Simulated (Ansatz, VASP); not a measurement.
**Two plane-wave programs on InSb**

```
In Sb
1.0
     0.00000    3.07474    3.07474
     3.07474    0.00000    3.07474
     3.07474    3.07474    0.00000
In Sb
1 1
Direct
  0.00000 0.00000 0.00000
  0.50000 0.50000 0.50000
```

Alike in both runs: functional PBE; k mesh 12 × 12 × 12; occupations gaussian, width 0.1 eV; no spin polarisation.

Ansatz relaxed the structure, and its values are those at the end. VASP's run is a single point on that final structure, the one shown.

|  | VASP | Ansatz |
| --- | --- | --- |
| version | VASP 6.6.1 | Ansatz 0.2.0 |
| potentials or method | VASP PAW PBE potentials, release 64 (In_d, Sb), cutoff 500 eV | scalar-relativistic, plane waves, PAW |
| valence electrons in the cell | 18 | 28 |

|  | VASP | Ansatz | Ansatz less VASP |
| --- | --- | --- | --- |
| gap on the k mesh at the Fermi level (eV) | none | none | - |
| pressure (GPa) | 0.0 | 0.0 | -0.02 |

A gap of «none» marks a metal or a gap that the smearing closes. VASP's potentials hold 18 valence electrons a cell and Ansatz's 28, so a difference there can come from the potentials and not from the codes.

Spin-orbit coupling is off throughout.
